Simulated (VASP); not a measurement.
# CaSe (Fm-3m) in VASP: a series of runs

CaSe is run at these levels: PBE; tasks: single point, relaxation of cell and atoms.

All numbers are computed with VASP 6.6.1; they aren't measurements. Logs are shortened: lines on timing, memory, paths and dates and some standing lists are left out, and cuts for length are marked.

### Step 1. The cell of the first run

Symmetry: Fm-3m, No. 225, cubic system. Conventional cell: a = 5.958 Å, b = 5.958 Å, c = 5.958 Å, α = 90.00°, β = 90.00°, γ = 90.00°. Within 3.9 Å of Ca (site symmetry m-3m) lie 6 Se at 2.98 Å. Se (site symmetry m-3m) has 6 Ca at 2.98 Å within 3.9 Å.

### Step 2. Single point, PBE

INCAR

```
ALGO = Normal
EDIFF = 1E-6
ENCUT = 520
GGA = PE
ISIF = 2
ISMEAR = 0
LASPH = T
LCHARG = F
LREAL = F
LWAVE = F
NBANDS = 15
NELM = 80
PREC = Accurate
SIGMA = 0.02
```

KPOINTS

```
k-points
0
Gamma
  8 8 8
```

POSCAR

```
CaSe
1.0
    0.0000000000      2.9791027180      2.9791027180
    2.9791027180      0.0000000000      2.9791027180
    2.9791027180      2.9791027180      0.0000000000
Ca Se
1 1
Direct
    0.0000000000      0.0000000000      0.0000000000
    0.5000000000      0.5000000000      0.5000000000
```

Potentials or basis: VASP PAW PBE potentials, release 64 (Ca_sv, Se).

Command:

```sh
cat potpaw_PBE.64/Ca_sv/POTCAR potpaw_PBE.64/Se/POTCAR > POTCAR
mpirun -np 1 vasp_std > vasp.out
```

OUTCAR:

```text
EDIFF = 1E-6
   ENCUT = 520
   GGA = PE
   ISIF = 2
   ISMEAR = 0
   LASPH = T
   LREAL = F
   NELM = 80
   PREC = Accurate

 ion  position               nearest neighbor table
   1  0.000  0.000  0.000-   2 2.98   2 2.98   2 2.98   2 2.98   2 2.98   2 2.98
   2  0.500  0.500  0.500-   1 2.98   1 2.98   1 2.98   1 2.98   1 2.98   1 2.98

  LATTYP: Found a face centered cubic cell.
 ALAT       =     5.9582054360

  Lattice vectors:

 A1 = (   0.0000000000,   2.9791027180,   2.9791027180)
 A2 = (   2.9791027180,   0.0000000000,   2.9791027180)
 A3 = (   2.9791027180,   2.9791027180,   0.0000000000)

Analysis of symmetry for initial positions (statically):
=====================================================================
 Subroutine PRICEL returns:
 Original cell was already a primitive cell.

 Routine SETGRP: Setting up the symmetry group for a
 face centered cubic supercell.

 Subroutine GETGRP returns: Found 48 space group operations
 (whereof 48 operations were pure point group operations)
 out of a pool of 48 trial point group operations.

The static configuration has the point symmetry O_h .

Analysis of symmetry for dynamics (positions and initial velocities):
=====================================================================
 Subroutine PRICEL returns:
 Original cell was already a primitive cell.

 Routine SETGRP: Setting up the symmetry group for a
 face centered cubic supercell.

 Subroutine GETGRP returns: Found 48 space group operations
 (whereof 48 operations were pure point group operations)
 out of a pool of 48 trial point group operations.

The dynamic configuration has the point symmetry O_h .

 Subroutine INISYM returns: Found 48 space group operations
 (whereof 48 operations are pure point group operations),
 and found     1 'primitive' translations

----------------------------------------------------------------------------------------

                                     Primitive cell

  volume of cell :      52.8794

  direct lattice vectors                    reciprocal lattice vectors
     0.000000000  2.979102718  2.979102718    -0.167835770  0.167835770  0.167835770
     2.979102718  0.000000000  2.979102718     0.167835770 -0.167835770  0.167835770
     2.979102718  2.979102718  0.000000000     0.167835770  0.167835770 -0.167835770

  length of vectors
     4.213087467  4.213087467  4.213087467     0.290700082  0.290700082  0.290700082

  position of ions in fractional coordinates (direct lattice)
     0.000000000  0.000000000  0.000000000
     0.500000000  0.500000000  0.500000000
[... 88 lines left out ...]
   NELECT =      16.0000    total number of electrons
   NUPDOWN=      -1.0000    fix difference up-down
   EMIN   =  10.00;   EMAX   =-10.00  energy-range for DOS
   EFERMI =   0.00;   METHOD = LEGACY
   ISMEAR =     0;   SIGMA  =   0.02  broadening in eV -4-tet -1-fermi 0-gaus
   EFERMI_NEDOS =   21; number of points for ismear=-14 and -15
   IALGO  =     38    algorithm
   IMIX   =      4    mixing-type and parameters
     AMIX     =   0.40;   BMIX     =  1.00
     AMIX_MAG =   1.60;   BMIX_MAG =  1.00
  volume/ion in A,a.u.               =      26.44       178.42
  Fermi-wavevector in a.u.,A,eV,Ry     =   1.099055  2.076912 16.434769  1.207921
  Thomas-Fermi vector in A             =   2.235443
   LORBIT       =      0    0 simple, 1 ext, 2 COOP (PROOUT), +10 PAW based schemes
   GGA     = PE    functional components
   LHFCALC =     F    Hartree Fock is set to
   AEXX    =    0.0000 exact exchange contribution
   IVDW    =     0    specifies the selected vdW correction
   LEPSILON=     F    determine dielectric tensor
   LRPA    =     F    only Hartree local field effects (RPA)
 non-spin polarized calculation
 Gauss-broadening in eV      SIGMA  =   0.02
  energy-cutoff  :      520.00
  volume of cell :       52.88
 maximum number of plane-waves:      1436
   NGX = 15   NGY = 15   NGZ = 15

 number of electron      15.9999996 magnetization

 Free energy of the ion-electron system (eV)
  ---------------------------------------------------
  ext. energy  EPLUGINS =         0.00000000
  ---------------------------------------------------
  free energy    TOTEN  =        -9.48584600 eV

  energy without entropy =       -9.48584600  energy(sigma->0) =       -9.48584600

 E-fermi :   2.4067     XC(G=0):  -9.0640

 val. band max:        2.2982877094   @ k =   0.0000   0.0000   0.0000
 cond. band min:       4.3723936443   @ k =   0.5000   0.5000   0.0000
 fundamental gap:      2.0741059349
 Fermi energy:         2.4066877209

 k-point     1 :       0.0000    0.0000    0.0000
  band No.  band energies     occupation
      1     -37.5177      2.00000
      2     -18.5077      2.00000
      3     -18.5077      2.00000
      4     -18.5077      2.00000
      5      -9.4263      2.00000
      6       2.2983      2.00000
      7       2.2983      2.00000
      8       2.2983      2.00000
      9       5.5245      0.00000
     10       6.0106      0.00000
     11       6.0106      0.00000
     12       6.0106      0.00000
     13       6.5583      0.00000
     14       6.5583      0.00000
[... 401 lines left out ...]
      2     -18.5915      2.00000
      3     -18.5376      2.00000
      4     -18.5231      2.00000
      5      -8.7793      2.00000
      6      -0.4613      2.00000
      7       0.7177      2.00000
      8       1.1021      2.00000
      9       6.7475      0.00000
     10       7.0276      0.00000
     11       7.9600      0.00000
     12       8.2184      0.00000
     13       8.5587      0.00000
     14       9.4428      0.00000
     15      10.7578      0.00000

 [... further k-points ...]

------------------------ aborting loop because EDIFF is reached ----------------------------------------

  FORCE on cell =-STRESS in cart. coord.  units (eV):
  Direction    XX          YY          ZZ          XY          YZ          ZX
  --------------------------------------------------------------------------------------
  -------------------------------------------------------------------------------------
  Total        0.0527477      0.0527477      0.0527477     -0.0000000     -0.0000000     -0.0000000
  in kB        1.5981876      1.5981876      1.5981876     -0.0000000     -0.0000000     -0.0000000
  external PRESSURE =       1.5981876 kB  Pullay stress =       0.0000000 kB

 VOLUME and BASIS-vectors are now :
 -----------------------------------------------------------------------------
  energy-cutoff  :      520.00
  volume of cell :       52.88
      direct lattice vectors                 reciprocal lattice vectors
     0.000000000  2.979102718  2.979102718    -0.167835770  0.167835770  0.167835770
     2.979102718  0.000000000  2.979102718     0.167835770 -0.167835770  0.167835770
     2.979102718  2.979102718  0.000000000     0.167835770  0.167835770 -0.167835770

 POSITION                                       TOTAL-FORCE (eV/Angst)
 -----------------------------------------------------------------------------------
      0.00000      0.00000      0.00000         0.000000      0.000000     -0.000000
      2.97910      2.97910      2.97910         0.000000      0.000000      0.000000
 -----------------------------------------------------------------------------------
    total drift:                                0.000000     -0.000000     -0.000000

  FREE ENERGIE OF THE ION-ELECTRON SYSTEM (eV)
  ---------------------------------------------------
  free  energy   TOTEN  =        -9.4858459952 eV

  energy  without entropy=       -9.4858459952  energy(sigma->0) =       -9.48584600
```

stdout:

```text
POSCAR found type information on POSCAR CaSe
 POSCAR found :  2 types and       2 ions
 scaLAPACK will be used
 LDA part: xc-table for (Slater+PW92), standard interpolation
 POSCAR, INCAR and KPOINTS ok, starting setup
 FFT: planning ... GRIDC
 FFT: planning ... GRID_SOFT
 FFT: planning ... GRID
 WAVECAR not read
 entering main loop
```

It took 24 s on 1 thread of Intel Xeon 8259CL, shared host; peak memory 0.18 GiB.

Results:

- Free energy: -9.4858 eV
- Pressure: 0.2 GPa
- Band gap on the k mesh: 2.07 eV (least direct gap 2.99 eV)

### Step 3. Relaxation of cell and atoms, PBE

This run uses another cell than the first one, of 26.20 Å³/atom.

INCAR

```
SYSTEM = CaSe
PREC = Accurate ; ENCUT = 600
EDIFF = 1E-6 ; ISMEAR = 0
SIGMA = 0.02 ; LREAL = .False.
LASPH = .True. ; NELM = 60
ALGO = Normal ; ISIF = 3
LWAVE = .False. ; LCHARG = .False.
GGA = PE ; IBRION = 2
NSW = 100 ; EDIFFG = -0.005
```

KPOINTS

```
regular mesh
0
Gamma
  8 8 8
  0 0 0
```

POSCAR

```
CaSe
1.0
    0.0000000000      2.9702381052      2.9702381052
    2.9702381052      0.0000000000      2.9702381052
    2.9702381052      2.9702381052      0.0000000000
Ca Se
1 1
Direct
    0.0000000000      0.0000000000      0.0000000000
    0.5000000000      0.5000000000      0.5000000000
```

Potentials or basis: VASP PAW PBE potentials, release 64 (Ca_sv, Se).

Command:

```sh
cat potpaw_PBE.64/Ca_sv/POTCAR potpaw_PBE.64/Se/POTCAR > POTCAR
mpirun -np 1 vasp_std > vasp.out
```

OUTCAR:

```text
SYSTEM = CaSe
   PREC = Accurate
   ENCUT = 600
   EDIFF = 1E-6
   ISMEAR = 0
   LREAL = .False.
   LASPH = .True.
   NELM = 60
   ISIF = 3
   GGA = PE
   IBRION = 2
   NSW = 100
   EDIFFG = -0.005

 ion  position               nearest neighbor table
   1  0.000  0.000  0.000-   2 2.97   2 2.97   2 2.97   2 2.97   2 2.97   2 2.97
   2  0.500  0.500  0.500-   1 2.97   1 2.97   1 2.97   1 2.97   1 2.97   1 2.97

  LATTYP: Found a face centered cubic cell.
 ALAT       =     5.9404762104

  Lattice vectors:

 A1 = (   0.0000000000,   2.9702381052,   2.9702381052)
 A2 = (   2.9702381052,   0.0000000000,   2.9702381052)
 A3 = (   2.9702381052,   2.9702381052,   0.0000000000)

Analysis of symmetry for initial positions (statically):
=====================================================================
 Subroutine PRICEL returns:
 Original cell was already a primitive cell.

 Routine SETGRP: Setting up the symmetry group for a
 face centered cubic supercell.

 Subroutine GETGRP returns: Found 48 space group operations
 (whereof 48 operations were pure point group operations)
 out of a pool of 48 trial point group operations.

The static configuration has the point symmetry O_h .

Analysis of symmetry for dynamics (positions and initial velocities):
=====================================================================
 Subroutine PRICEL returns:
 Original cell was already a primitive cell.

 Routine SETGRP: Setting up the symmetry group for a
 face centered cubic supercell.

 Subroutine GETGRP returns: Found 48 space group operations
 (whereof 48 operations were pure point group operations)
 out of a pool of 48 trial point group operations.

The dynamic configuration has the point symmetry O_h .

 Subroutine INISYM returns: Found 48 space group operations
 (whereof 48 operations are pure point group operations),
 and found     1 'primitive' translations

----------------------------------------------------------------------------------------

                                     Primitive cell

  volume of cell :      52.4087

  direct lattice vectors                    reciprocal lattice vectors
     0.000000000  2.970238105  2.970238105    -0.168336673  0.168336673  0.168336673
     2.970238105  0.000000000  2.970238105     0.168336673 -0.168336673  0.168336673
     2.970238105  2.970238105  0.000000000     0.168336673  0.168336673 -0.168336673

  length of vectors
     4.200551012  4.200551012  4.200551012     0.291567670  0.291567670  0.291567670

  position of ions in fractional coordinates (direct lattice)
     0.000000000  0.000000000  0.000000000
     0.500000000  0.500000000  0.500000000

  ion indices of the primitive-cell ions
   primitive index   ion index
                 1           1
                 2           2

----------------------------------------------------------------------------------------

 KPOINTS: regular mesh

Automatic generation of k-mesh.
 Grid dimensions read from file:
 generate k-points for:    8    8    8

 Generating k-lattice:
[... 51 lines left out ...]
   NGXF,Y,Z  is equivalent  to a cutoff of  28.50, 28.50, 28.50 a.u.
 SYSTEM =  CaSe
   PREC   = accura    normal or accurate (medium, high low for compatibility)
   ISTART =      0    job   : 0-new  1-cont  2-samecut
   ICHARG =      2    charge: 1-file 2-atom 10-const
   ISPIN  =      1    spin polarized calculation?
   LNONCOLLINEAR =      F non collinear calculations
   LSORBIT =      F    spin-orbit coupling
   LASPH  =      T    aspherical Exc in radial PAW
   ENCUT  =  600.0 eV  44.10 Ry    6.64 a.u.   8.39  8.39  8.39*2*pi/ulx,y,z
   NELM   =     60;   NELMIN=  2; NELMDL= -5     # of ELM steps
   EDIFF  = 0.1E-05   stopping-criterion for ELM
   LREAL  =      F    real-space projection
   EDIFFG = -.5E-02   stopping-criterion for IOM
   NSW    =    100    number of steps for IOM
   IBRION =      2    ionic relax: 0-MD 1-quasi-New 2-CG
   NFREE  =      1    steps in history (QN), initial steepest desc. (CG)
   ISIF   =      3    stress and relaxation
   ISYM   =      2    0-nonsym 1-usesym 2-fastsym
   POTIM  = 0.5000    time-step for ionic-motion
   TEBEG  =    0.0;   TEEND  =   0.0 temperature during run
   PSTRESS=    0.0 pullay stress
   NELECT =      16.0000    total number of electrons
   NUPDOWN=      -1.0000    fix difference up-down
   EMIN   =  10.00;   EMAX   =-10.00  energy-range for DOS
   EFERMI =   0.00;   METHOD = LEGACY
   ISMEAR =     0;   SIGMA  =   0.02  broadening in eV -4-tet -1-fermi 0-gaus
   EFERMI_NEDOS =   21; number of points for ismear=-14 and -15
   IALGO  =     38    algorithm
   IMIX   =      4    mixing-type and parameters
     AMIX     =   0.40;   BMIX     =  1.00
     AMIX_MAG =   1.60;   BMIX_MAG =  1.00
  volume/ion in A,a.u.               =      26.20       176.84
  Fermi-wavevector in a.u.,A,eV,Ry     =   1.102335  2.083111 16.533014  1.215142
  Thomas-Fermi vector in A             =   2.238776
   LORBIT       =      0    0 simple, 1 ext, 2 COOP (PROOUT), +10 PAW based schemes
   GGA     = PE    functional components
   LHFCALC =     F    Hartree Fock is set to
   AEXX    =    0.0000 exact exchange contribution
   IVDW    =     0    specifies the selected vdW correction
   LEPSILON=     F    determine dielectric tensor
   LRPA    =     F    only Hartree local field effects (RPA)
 conjugate gradient relaxation of ions
 non-spin polarized calculation
 Gauss-broadening in eV      SIGMA  =   0.02
  energy-cutoff  :      600.00
  volume of cell :       52.41
 maximum number of plane-waves:      1807
 NGX is ok and might be reduce to    36
   NGX = 17   NGY = 17   NGZ = 17

--------------------------------------- Ionic step        1  -------------------------------------------

 number of electron      16.0000001 magnetization

 Free energy of the ion-electron system (eV)
  ---------------------------------------------------
  ext. energy  EPLUGINS =         0.00000000
  ---------------------------------------------------
  free energy    TOTEN  =        -9.48485397 eV

  energy without entropy =       -9.48485397  energy(sigma->0) =       -9.48485397

------------------------ aborting loop because EDIFF is reached ----------------------------------------

  FORCE on cell =-STRESS in cart. coord.  units (eV):
  Direction    XX          YY          ZZ          XY          YZ          ZX
  --------------------------------------------------------------------------------------
  -------------------------------------------------------------------------------------
  Total        0.2017094      0.2017094      0.2017094      0.0000000     -0.0000000      0.0000000
  in kB        6.1664184      6.1664184      6.1664184      0.0000000     -0.0000000      0.0000000
  external PRESSURE =       6.1664184 kB  Pullay stress =       0.0000000 kB
[... 59 lines left out ...]
--------------------------------------- Ionic step        3  -------------------------------------------

 number of electron      16.0000001 magnetization

 Free energy of the ion-electron system (eV)
  ---------------------------------------------------
  ext. energy  EPLUGINS =         0.00000000
  ---------------------------------------------------
  free energy    TOTEN  =        -9.48611045 eV

  energy without entropy =       -9.48611045  energy(sigma->0) =       -9.48611045

 E-fermi :   2.4507     XC(G=0):  -9.0490

 val. band max:        2.2741152739   @ k =   0.0000   0.0000   0.0000
 cond. band min:       4.3564523661   @ k =   0.5000   0.5000   0.0000
 fundamental gap:      2.0823370923
 Fermi energy:         2.4507377446

 k-point     1 :       0.0000    0.0000    0.0000
  band No.  band energies     occupation
      1     -37.5526      2.00000
      2     -18.5422      2.00000
      3     -18.5422      2.00000
      4     -18.5422      2.00000
      5      -9.4385      2.00000
      6       2.2741      2.00000
      7       2.2741      2.00000
      8       2.2741      2.00000
      9       5.4818      0.00000
     10       5.9873      0.00000
     11       5.9873      0.00000
     12       5.9873      0.00000
[... 331 lines left out ...]
 k-point    24 :      -0.3750    0.2500    0.1250
  band No.  band energies     occupation
      1     -37.5458      2.00000
      2     -18.6246      2.00000
      3     -18.5716      2.00000
      4     -18.5574      2.00000
      5      -8.7974      2.00000
      6      -0.4740      2.00000
      7       0.7014      2.00000
      8       1.0847      2.00000
      9       6.7189      0.00000
     10       6.9983      0.00000
     11       7.9255      0.00000
     12       8.1802      0.00000

 [... further k-points ...]

------------------------ aborting loop because EDIFF is reached ----------------------------------------

  FORCE on cell =-STRESS in cart. coord.  units (eV):
  Direction    XX          YY          ZZ          XY          YZ          ZX
  --------------------------------------------------------------------------------------
  -------------------------------------------------------------------------------------
  Total       -0.0003995     -0.0003995     -0.0003995     -0.0000000     -0.0000000      0.0000000
  in kB       -0.0120616     -0.0120616     -0.0120616     -0.0000000     -0.0000000      0.0000000
  external PRESSURE =      -0.0120616 kB  Pullay stress =       0.0000000 kB
[... 17 lines left out ...]
  FREE ENERGIE OF THE ION-ELECTRON SYSTEM (eV)
  ---------------------------------------------------
  free  energy   TOTEN  =        -9.4861104521 eV

  energy  without entropy=       -9.4861104521  energy(sigma->0) =       -9.48611045

 reached required accuracy - stopping structural energy minimisation
```

Wall time 65 s (1 thread of Intel Xeon 8259CL, shared host); peak memory 0.21 GiB.

Results:

```
Free energy                           : -9.4861 eV
Relaxed volume                        : 26.53 Å³/atom
Relaxed cell                          : a = 4.218 Å, b = 4.218 Å, c = 4.218 Å, α = 60.00°, β = 60.00°, γ = 60.00°
Space group after relaxing (to 0.1 Å) : Fm-3m (No. 225)
Energy gained by relaxing             : 0.6 meV/atom
Ionic steps                           : 3
Pressure after relaxing               : 0.0 GPa
Band gap on the k mesh                : 2.08 eV (least direct gap 2.99 eV)
```

Step by step:
```
step  energy change (eV)  largest force (eV/Å)  pressure (GPa)  volume (Å³)
   1              0.0000                0.0000            0.62        52.41
   2             -0.0012                0.0000           -0.10        53.18
   3             -0.0013                0.0000            0.00        53.07
```

Final structure:
```cif
data_structure
_symmetry_space_group_name_H-M 'P 1'
_symmetry_Int_Tables_number 1
_cell_length_a 4.2181
_cell_length_b 4.2181
_cell_length_c 4.2181
_cell_angle_alpha 60.000
_cell_angle_beta 60.000
_cell_angle_gamma 60.000
_cell_volume 53.07
loop_
_atom_site_label
_atom_site_type_symbol
_atom_site_fract_x
_atom_site_fract_y
_atom_site_fract_z
_atom_site_occupancy
Ca1 Ca 0.00000 0.00000 0.00000 1
Se1 Se 0.50000 0.50000 0.50000 1
```

Levels at points of the mesh, in eV from the valence-band top:
```
           k point  band 6  band 7  band 8  band 9  band 10  band 11
(0.00, 0.00, 0.00)    0.00    0.00    0.00    3.21     3.71     3.71
(0.50, 0.00, 0.00)   -3.19   -1.15   -1.15    4.48     5.41     5.44
(0.50, 0.50, 0.00)   -2.46   -0.91   -0.91    2.08     4.94     5.00
```

A k mesh can miss the band edges.
